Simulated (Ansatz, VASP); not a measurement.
## ZnSe: VASP beside Ansatz

Contents of INCAR:

```
PREC = Accurate
ENCUT = 520
EDIFF = 1E-6
ISMEAR = 0
SIGMA = 0.02
LREAL = F
LASPH = T
NELM = 80
ALGO = Normal
ISIF = 2
LWAVE = F
LCHARG = T
GGA = PE
LELF = T
LVHAR = T
NBANDS = 16
```

The input KPOINTS:

```
Automatic mesh
0
Gamma
  8 8 8
```

Contents of POSCAR:

```
ZnSe
1.0
    0.0000000000      2.9451683400      2.9451683400
    2.9451683400      0.0000000000      2.9451683400
    2.9451683400      2.9451683400      0.0000000000
Zn Se
1 1
Direct
    0.0000000000      0.0000000000      0.0000000000
    0.7500000000      0.7500000000      0.7500000000
```

Input for Ansatz:

```yaml
crystal:
  lattice:
    - [0.0, 2.94516834, 2.94516834]
    - [2.94516834, 0.0, 2.94516834]
    - [2.94516834, 2.94516834, 0.0]
  atoms:
    - { symbol: Zn, position: [0.0, 0.0, 0.0] }
    - { symbol: Se, position: [0.75, 0.75, 0.75] }
basis:
  ecutwfc: 420
kpoints:
  mp_grid: { grid: [8, 8, 8] }
hamiltonian:
  xc: pbe
scf:
  occupations: { method: gaussian, width: 0.02 }
output:
  forces: true
  stress: true
  eigenvalues: true
```

Alike in both runs: task single point; functional PBE; k mesh 8 × 8 × 8; occupations gaussian, width 0.02 eV; no spin polarisation.

```csv
,VASP,Ansatz
version,VASP 6.6.1,Ansatz 0.2.0
potentials or method,"VASP PAW PBE potentials, release 64 (Zn, Se), cutoff 520 eV","scalar-relativistic, plane waves, PAW"
valence electrons in the cell,18,28
```

|  | VASP | Ansatz | Ansatz less VASP |
| --- | --- | --- | --- |
| gap on the k mesh at the Fermi level (eV) | 0.85 | 0.85 | +0.001 |
| least direct gap on the mesh (eV) | 0.85 | 0.85 | +0.001 |
| pressure (GPa) | -3.7 | -3.8 | -0.15 |

With one functional, cell and mesh, what is left measures potentials, basis and numerics. VASP's potentials hold 18 valence electrons a cell and Ansatz's 28, so a difference there can come from the potentials and not from the codes.
